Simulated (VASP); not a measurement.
TeOs:

```
Os Te
1.0
     0.00000    2.73307    2.73307
     2.73307    0.00000    2.73307
     2.73307    2.73307    0.00000
Os Te
1 1
Direct
  0.50000 0.50000 0.50000
  0.00000 0.00000 0.00000
```

Base run:

- Program: VASP 6.6.1
- Functional: PBEsol
- Potentials or basis: VASP PAW PBE potentials, release 64 (Os, Te)
- Cutoff: 520 eV
- k mesh: 10 × 10 × 10
- Occupations: gaussian, width 0.05 eV
- Spin: collinear spin
- Starting moments: [1.0, 0.0] μB

Its results: band gap on the k mesh zero (filled and empty bands overlap); pressure -5.5 GPa; net moment 0.00 μB per cell.

Q: After a change of settings the same cell gave: band gap on the k mesh zero (filled and empty bands overlap); pressure 1.6 GPa; net moment 0.00 μB per cell. Which change was it?
A. functional from PBEsol to PBE; occupations from gaussian, width 0.05 eV to fermi-dirac, width 0.1 eV
B. functional from PBEsol to r2SCAN; further incar settings from ALGO = Normal; EDIFF = 1e-06; NBANDS = 18 to ALGO = Normal; EDIFF = 1e-07; NBANDS = 18
C. functional from PBEsol to revPBE
D. functional from PBEsol to PBE; moments at the start from [1.0, 0.0] to [0.05, 0.0]

A: C.

revPBE binds less tightly than PBEsol, so the same cell stands under more pressure.

Caveats: the PAW data sets were made with another functional, which shifts forces and pressure a little; spin-orbit coupling is left out, which moves the levels of the heavy elements; the cell stands under tension (at least some runs).
